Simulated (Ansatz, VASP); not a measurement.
NaI: VASP beside Ansatz

```
Na I
1.0
     0.00000    3.22972    3.22972
     3.22972    0.00000    3.22972
     3.22972    3.22972    0.00000
Na I
1 1
Direct
  0.00000 0.00000 0.00000
  0.50000 0.50000 0.50000
```

Alike in both runs: task single point; functional PBE; k mesh 6 × 6 × 6; no spin polarisation.

|  | VASP | Ansatz |
| --- | --- | --- |
| version | VASP 6.6.1 | Ansatz 0.2.0 |
| potentials or method | VASP PAW PBE potentials, release 64 (Na_pv, I) | plane waves |
| plane-wave cutoff (eV) | 520 | 420 |
| occupations | methfessel-paxton of order 1, width 0.001 eV | cold, width 0.001 eV |
| valence electrons in the cell | 14 | 26 |

|  | VASP | Ansatz | Ansatz less VASP |
| --- | --- | --- | --- |
| gap on the k mesh at the Fermi level (eV) | 3.66 | 3.66 | +0.004 |
| pressure (GPa) | 0.5 | 0.5 | -0.01 |

VASP's potentials hold 14 valence electrons a cell and Ansatz's 26, so a difference there can come from the potentials and not from the codes.

Spin-orbit coupling is off throughout.
